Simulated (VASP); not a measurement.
# BN (P6_3mc) in VASP: a series of runs

BN is run at these levels: PBE; tasks: single point.

Program: VASP 6.6.1. These are calculated values, not measurements. Logs are shortened: lines on timing, memory, paths and dates and some standing lists are left out, and cuts for length are marked.

### 1 The cell of the first run

Symmetry: P6_3mc, No. 186, hexagonal system. Conventional cell: a = 2.536 Å, b = 2.536 Å, c = 4.199 Å, α = 90.00°, β = 90.00°, γ = 120.00°. Within 2.1 Å of B (site symmetry 3m) lie 4 N at 1.56 to 1.57 Å. Within 2.1 Å of N (site symmetry 3m) lie 4 B at 1.56 to 1.57 Å.

### 2 Single point, PBE

Contents of INCAR:

```
SYSTEM = BN
  PREC = Accurate
  ENCUT = 600
  EDIFF = 1E-6
  ISMEAR = 0
  SIGMA = 0.01
  LREAL = .False.
  LASPH = .True.
  NELM = 120
  ALGO = Normal
  ISIF = 2
  LWAVE = .False.
  LCHARG = .True.
  GGA = PE
  LELF = .True.
  LVHAR = .True.
  NBANDS = 16
  GGA_COMPAT = .False.
```

Contents of KPOINTS:

```
regular mesh
0
Gamma
  8 8 4
  0 0 0
```

Contents of POSCAR:

```
BN
1.0
    2.5360000000      0.0000000000      0.0000000000
   -1.2680000000      2.1962404240      0.0000000000
    0.0000000000      0.0000000000      4.1990000000
B N
2 2
Direct
    0.6666666667      0.3333333333      0.0000000000
    0.3333333333      0.6666666667      0.5000000000
    0.6666666667      0.3333333333      0.3750000000
    0.3333333333      0.6666666667      0.8750000000
```

Potentials or basis: VASP PAW PBE potentials, release 64 (B, N).

On the command line:

```console
$ cat potpaw_PBE.64/B/POTCAR potpaw_PBE.64/N/POTCAR > POTCAR
$ mpirun -np 1 vasp_std > vasp.out
```

OUTCAR:

```text
SYSTEM = BN
   PREC = Accurate
   ENCUT = 600
   EDIFF = 1E-6
   ISMEAR = 0
   LREAL = .False.
   LASPH = .True.
   NELM = 120
   ISIF = 2
   GGA = PE

 ion  position               nearest neighbor table
   1  0.667  0.333  0.000-   4 1.56   4 1.56   4 1.56   3 1.57
   2  0.333  0.667  0.500-   3 1.56   3 1.56   3 1.56   4 1.57
   3  0.667  0.333  0.375-   2 1.56   2 1.56   2 1.56   1 1.57
   4  0.333  0.667  0.875-   1 1.56   1 1.56   1 1.56   2 1.57

  LATTYP: Found a hexagonal cell.
 ALAT       =     2.5360000000
 C/A-ratio  =     1.6557570978

  Lattice vectors:

 A1 = (   2.5360000000,   0.0000000000,   0.0000000000)
 A2 = (  -1.2680000000,   2.1962404240,   0.0000000000)
 A3 = (   0.0000000000,   0.0000000000,   4.1990000000)

Analysis of symmetry for initial positions (statically):
=====================================================================
 Subroutine PRICEL returns:
 Original cell was already a primitive cell.

 Routine SETGRP: Setting up the symmetry group for a
 hexagonal supercell.

 Subroutine GETGRP returns: Found 12 space group operations
 (whereof  6 operations were pure point group operations)
 out of a pool of 24 trial point group operations.

The static configuration has the point symmetry C_3v.
 The point group associated with its full space group is C_6v.

Analysis of symmetry for dynamics (positions and initial velocities):
=====================================================================
 Subroutine PRICEL returns:
 Original cell was already a primitive cell.

 Routine SETGRP: Setting up the symmetry group for a
 hexagonal supercell.

 Subroutine GETGRP returns: Found 12 space group operations
 (whereof  6 operations were pure point group operations)
 out of a pool of 24 trial point group operations.

The dynamic configuration has the point symmetry C_3v.
 The point group associated with its full space group is C_6v.

 Subroutine INISYM returns: Found 12 space group operations
 (whereof  6 operations are pure point group operations),
 and found     1 'primitive' translations

----------------------------------------------------------------------------------------

                                     Primitive cell

  volume of cell :      23.3870
[... 85 lines left out ...]
   ISTART =      0    job   : 0-new  1-cont  2-samecut
   ICHARG =      2    charge: 1-file 2-atom 10-const
   ISPIN  =      1    spin polarized calculation?
   LNONCOLLINEAR =      F non collinear calculations
   LSORBIT =      F    spin-orbit coupling
   LASPH  =      T    aspherical Exc in radial PAW
   ENCUT  =  600.0 eV  44.10 Ry    6.64 a.u.   5.07  5.07  8.39*2*pi/ulx,y,z
   NELM   =    120;   NELMIN=  2; NELMDL= -5     # of ELM steps
   EDIFF  = 0.1E-05   stopping-criterion for ELM
   LREAL  =      F    real-space projection
   EDIFFG = 0.1E-04   stopping-criterion for IOM
   NSW    =      0    number of steps for IOM
   IBRION =     -1    ionic relax: 0-MD 1-quasi-New 2-CG
   NFREE  =      0    steps in history (QN), initial steepest desc. (CG)
   ISIF   =      2    stress and relaxation
   ISYM   =      2    0-nonsym 1-usesym 2-fastsym
   POTIM  = 0.5000    time-step for ionic-motion
   TEBEG  =    0.0;   TEEND  =   0.0 temperature during run
   PSTRESS=    0.0 pullay stress
   NELECT =      16.0000    total number of electrons
   NUPDOWN=      -1.0000    fix difference up-down
   EMIN   =  10.00;   EMAX   =-10.00  energy-range for DOS
   EFERMI =   0.00;   METHOD = LEGACY
   ISMEAR =     0;   SIGMA  =   0.01  broadening in eV -4-tet -1-fermi 0-gaus
   EFERMI_NEDOS =   21; number of points for ismear=-14 and -15
   IALGO  =     38    algorithm
   IMIX   =      4    mixing-type and parameters
     AMIX     =   0.40;   BMIX     =  1.00
     AMIX_MAG =   1.60;   BMIX_MAG =  1.00
  volume/ion in A,a.u.               =       5.85        39.46
  Fermi-wavevector in a.u.,A,eV,Ry     =   1.442524  2.725976 28.312044  2.080877
  Thomas-Fermi vector in A             =   2.561035
   LORBIT       =      0    0 simple, 1 ext, 2 COOP (PROOUT), +10 PAW based schemes
   GGA     = PE    functional components
   LHFCALC =     F    Hartree Fock is set to
   AEXX    =    0.0000 exact exchange contribution
   IVDW    =     0    specifies the selected vdW correction
   LEPSILON=     F    determine dielectric tensor
   LRPA    =     F    only Hartree local field effects (RPA)
 non-spin polarized calculation
 Gauss-broadening in eV      SIGMA  =   0.01
  energy-cutoff  :      600.00
  volume of cell :       23.39
 maximum number of plane-waves:       795
   NGX = 11   NGY = 11   NGZ = 17

 number of electron      16.0000003 magnetization

 Free energy of the ion-electron system (eV)
  ---------------------------------------------------
  ext. energy  EPLUGINS =         0.00000000
  ---------------------------------------------------
  free energy    TOTEN  =       -34.82617965 eV

  energy without entropy =      -34.82617965  energy(sigma->0) =      -34.82617965

 E-fermi :   7.7228     XC(G=0): -12.8633

 val. band max:        7.6802254827   @ k =   0.0000   0.0000   0.0000
 cond. band min:      13.2014107413   @ k =   0.3750   0.2500   0.0000
 fundamental gap:      5.5211852585
 Fermi energy:         7.7227674429

 k-point     1 :       0.0000    0.0000    0.0000
  band No.  band energies     occupation
      1     -12.8383      2.00000
      2      -8.6448      2.00000
      3      -3.3278      2.00000
      4       5.5458      2.00000
      5       5.5458      2.00000
      6       7.4318      2.00000
[... 433 lines left out ...]
      3      -1.0821      2.00000
      4      -1.0821      2.00000
      5       3.8245      2.00000
      6       3.8245      2.00000
[... 8 lines left out ...]
     15      23.9046      0.00000
     16      23.9046      0.00000

 [... further k-points ...]
[... 5 lines left out ...]
  --------------------------------------------------------------------------------------
  -------------------------------------------------------------------------------------
  Total        1.2269041      1.2269041      1.0486280      0.0000000      0.0000000      0.0000000
  in kB       84.0516388     84.0516388     71.8384642      0.0000000      0.0000000      0.0000000
  external PRESSURE =      79.9805806 kB  Pullay stress =       0.0000000 kB

 VOLUME and BASIS-vectors are now :
 -----------------------------------------------------------------------------
  energy-cutoff  :      600.00
  volume of cell :       23.39
      direct lattice vectors                 reciprocal lattice vectors
     2.536000000  0.000000000  0.000000000     0.394321767  0.227661778  0.000000000
    -1.268000000  2.196240424  0.000000000     0.000000000  0.455323556  0.000000000
     0.000000000  0.000000000  4.199000000     0.000000000  0.000000000  0.238151941

 POSITION                                       TOTAL-FORCE (eV/Angst)
 -----------------------------------------------------------------------------------
      1.26800      0.73208      0.00000         0.000000      0.000000      0.057047
     -0.00000      1.46416      2.09950        -0.000000     -0.000000      0.057047
      1.26800      0.73208      1.57462        -0.000000      0.000000     -0.057047
     -0.00000      1.46416      3.67413         0.000000     -0.000000     -0.057047
 -----------------------------------------------------------------------------------
    total drift:                                0.000000     -0.000000     -0.000238

  FREE ENERGIE OF THE ION-ELECTRON SYSTEM (eV)
  ---------------------------------------------------
  free  energy   TOTEN  =       -34.8261796488 eV

  energy  without entropy=      -34.8261796488  energy(sigma->0) =      -34.82617965
```

OSZICAR:

```text
N       E                     dE             d eps       ncg     rms          rms(c)
DAV:   1     0.470857581526E+02    0.47086E+02   -0.91434E+03   968   0.110E+03
DAV:   2    -0.341344932731E+02   -0.81220E+02   -0.75266E+02  1360   0.258E+02
DAV:   3    -0.367980979625E+02   -0.26636E+01   -0.26556E+01  1184   0.428E+01
DAV:   4    -0.368051058731E+02   -0.70079E-02   -0.70075E-02  1112   0.245E+00
DAV:   5    -0.368051238004E+02   -0.17927E-04   -0.17927E-04  1112   0.117E-01    0.955E+00
DAV:   6    -0.349977979627E+02    0.18073E+01   -0.22431E+00  1240   0.144E+01    0.453E+00
DAV:   7    -0.348552330578E+02    0.14256E+00   -0.34010E-01  1216   0.479E+00    0.275E+00
DAV:   8    -0.348271316293E+02    0.28101E-01   -0.53522E-02  1136   0.191E+00    0.261E-01
DAV:   9    -0.348258939827E+02    0.12376E-02   -0.20060E-03  1104   0.586E-01    0.138E-01
DAV:  10    -0.348261731360E+02   -0.27915E-03   -0.50176E-04  1144   0.181E-01    0.260E-02
DAV:  11    -0.348261784794E+02   -0.53434E-05   -0.32897E-05  1184   0.580E-02    0.148E-02
DAV:  12    -0.348261795557E+02   -0.10763E-05   -0.57560E-06  1136   0.247E-02    0.224E-03
DAV:  13    -0.348261796488E+02   -0.93115E-07   -0.16740E-07   512   0.424E-03
   1 F= -.34826180E+02 E0= -.34826180E+02  d E =-.608370E-12
```

Wall time 11 s (1 thread of Intel Xeon Platinum 8488C (Sapphire Rapids), shared host); peak memory 0.14 GiB.

Results:

```yaml
Free_energy: -34.8262 eV
Pressure: 8.0 GPa
Largest_force: 0.057 eV/Å
Band_gap_on_the_k_mesh: 5.52 eV, indirect (least direct gap 8.35 eV)
```

Forces on the atoms (eV/Å):
```
B    0.000  0.000  0.057
B    0.000  0.000  0.057
N    0.000  0.000 -0.057
N    0.000  0.000 -0.057
```

Levels at points of the mesh, in eV from the valence-band top:
```
           k point  band 4  band 5  band 6  band 7  band 8  band 9  band 10  band 11  band 12  band 13
(0.00, 0.00, 0.00)   -2.13   -2.13   -0.25    0.00    0.00    8.44     8.44     8.62     9.69    10.97
(0.50, 0.00, 0.00)   -7.87   -6.95   -5.03   -4.44   -2.14    6.77     8.01    10.71    11.61    13.00
(0.00, 0.00, 0.50)   -5.75   -1.18   -1.18   -1.18   -1.18    9.61     9.61    10.00    10.00    10.00
(0.50, 0.00, 0.50)  -10.10   -3.81   -3.81   -3.59   -3.59    6.64     6.64    10.11    10.11    14.42
```

A k mesh can miss the band edges.

### 3 Single point, PBE

Contents of INCAR:

```
  PREC = Accurate
  ENCUT = 600
  EDIFF = 1E-6
  ISMEAR = 0
  SIGMA = 0.01
  LREAL = F
  LASPH = T
  NELM = 120
  ALGO = Normal
  ISIF = 2
  LWAVE = F
  LCHARG = F
  GGA = PE
  NBANDS = 16
  GGA_COMPAT = F
```

Contents of KPOINTS:

```
regular mesh
0
Gamma
  10 10 5
```

POSCAR is that of step 2.

Potentials or basis: VASP PAW PBE potentials, release 64 (B, N).

On the command line:

```console
$ cat potpaw_PBE.64/B/POTCAR potpaw_PBE.64/N/POTCAR > POTCAR
$ mpirun -np 1 vasp_std > vasp.out
```

OUTCAR:

```text
PREC = Accurate
   ENCUT = 600
   EDIFF = 1E-6
   ISMEAR = 0
   LREAL = F
   LASPH = T
   NELM = 120
   ISIF = 2
   GGA = PE

 ion  position               nearest neighbor table
   1  0.667  0.333  0.000-   4 1.56   4 1.56   4 1.56   3 1.57
   2  0.333  0.667  0.500-   3 1.56   3 1.56   3 1.56   4 1.57
   3  0.667  0.333  0.375-   2 1.56   2 1.56   2 1.56   1 1.57
   4  0.333  0.667  0.875-   1 1.56   1 1.56   1 1.56   2 1.57

  LATTYP: Found a hexagonal cell.
 ALAT       =     2.5360000000
 C/A-ratio  =     1.6557570978

  Lattice vectors:

 A1 = (   2.5360000000,   0.0000000000,   0.0000000000)
 A2 = (  -1.2680000000,   2.1962404240,   0.0000000000)
 A3 = (   0.0000000000,   0.0000000000,   4.1990000000)

Analysis of symmetry for initial positions (statically):
=====================================================================
 Subroutine PRICEL returns:
 Original cell was already a primitive cell.

 Routine SETGRP: Setting up the symmetry group for a
 hexagonal supercell.

[... 167 lines left out ...]
  ---------------------------------------------------
  free energy    TOTEN  =       -34.82631291 eV

  energy without entropy =      -34.82631291  energy(sigma->0) =      -34.82631291

 E-fermi :   7.8374     XC(G=0): -12.8633

 val. band max:        7.6801057023   @ k =   0.0000   0.0000   0.0000
 cond. band min:      13.0770659864   @ k =   0.3000   0.3000   0.0000
 fundamental gap:      5.3969602841
 Fermi energy:         7.8374199333

 k-point     1 :       0.0000    0.0000    0.0000
  band No.  band energies     occupation
      1     -12.8384      2.00000
      2      -8.6449      2.00000
      3      -3.3278      2.00000
      4       5.5457      2.00000
      5       5.5457      2.00000
      6       7.4317      2.00000
[... 433 lines left out ...]
      3      -2.1391      2.00000
      4      -0.5543      2.00000
      5       1.4873      2.00000
      6       2.3856      2.00000
[... 8 lines left out ...]
     15      24.4410      0.00000
     16      25.0012      0.00000

 [... further k-points ...]
[... 5 lines left out ...]
  --------------------------------------------------------------------------------------
  -------------------------------------------------------------------------------------
  Total        1.2259636      1.2259636      1.0502050      0.0000000      0.0000000      0.0000000
  in kB       83.9872124     83.9872124     71.9464959      0.0000000      0.0000000      0.0000000
  external PRESSURE =      79.9736402 kB  Pullay stress =       0.0000000 kB

 VOLUME and BASIS-vectors are now :
 -----------------------------------------------------------------------------
  energy-cutoff  :      600.00
  volume of cell :       23.39
      direct lattice vectors                 reciprocal lattice vectors
     2.536000000  0.000000000  0.000000000     0.394321767  0.227661778  0.000000000
    -1.268000000  2.196240424  0.000000000     0.000000000  0.455323556  0.000000000
     0.000000000  0.000000000  4.199000000     0.000000000  0.000000000  0.238151941

 POSITION                                       TOTAL-FORCE (eV/Angst)
 -----------------------------------------------------------------------------------
      1.26800      0.73208      0.00000        -0.000000      0.000000      0.057839
     -0.00000      1.46416      2.09950         0.000000     -0.000000      0.057839
      1.26800      0.73208      1.57462        -0.000000      0.000000     -0.057839
     -0.00000      1.46416      3.67413         0.000000      0.000000     -0.057839
 -----------------------------------------------------------------------------------
    total drift:                                0.000000     -0.000000     -0.000240

  FREE ENERGIE OF THE ION-ELECTRON SYSTEM (eV)
  ---------------------------------------------------
  free  energy   TOTEN  =       -34.8263129064 eV

  energy  without entropy=      -34.8263129064  energy(sigma->0) =      -34.82631291
```

OSZICAR:

```text
N       E                     dE             d eps       ncg     rms          rms(c)
DAV:   1     0.463540425128E+02    0.46354E+02   -0.90411E+03  1344   0.109E+03
DAV:   2    -0.341661143295E+02   -0.80520E+02   -0.75226E+02  1896   0.263E+02
DAV:   3    -0.367984881724E+02   -0.26324E+01   -0.26255E+01  1640   0.436E+01
DAV:   4    -0.368050889616E+02   -0.66008E-02   -0.66003E-02  1592   0.244E+00
DAV:   5    -0.368051077039E+02   -0.18742E-04   -0.18742E-04  1560   0.118E-01    0.955E+00
DAV:   6    -0.349979405111E+02    0.18072E+01   -0.22425E+00  1728   0.144E+01    0.453E+00
DAV:   7    -0.348553548839E+02    0.14259E+00   -0.33995E-01  1744   0.478E+00    0.275E+00
DAV:   8    -0.348272549066E+02    0.28100E-01   -0.53473E-02  1584   0.190E+00    0.261E-01
DAV:   9    -0.348260277669E+02    0.12271E-02   -0.19985E-03  1568   0.585E-01    0.138E-01
DAV:  10    -0.348263064140E+02   -0.27865E-03   -0.50131E-04  1632   0.181E-01    0.259E-02
DAV:  11    -0.348263117396E+02   -0.53256E-05   -0.32804E-05  1640   0.580E-02    0.148E-02
DAV:  12    -0.348263128134E+02   -0.10738E-05   -0.57521E-06  1640   0.247E-02    0.223E-03
DAV:  13    -0.348263129064E+02   -0.93004E-07   -0.16791E-07   672   0.425E-03
   1 F= -.34826313E+02 E0= -.34826313E+02  d E =-.749730-112
```

Wall time 18 s (1 thread of Intel Xeon Platinum 8488C (Sapphire Rapids), shared host); peak memory 0.14 GiB.

What came out:

| Quantity | Value |
| --- | --- |
| Free energy | -34.8263 eV |
| Pressure | 8.0 GPa |
| Largest force | 0.058 eV/Å |
| Band gap on the k mesh | 5.40 eV, indirect (least direct gap 8.35 eV) |

Forces on the atoms (eV/Å):
```
B    0.000  0.000  0.058
B    0.000  0.000  0.058
N    0.000  0.000 -0.058
N    0.000  0.000 -0.058
```
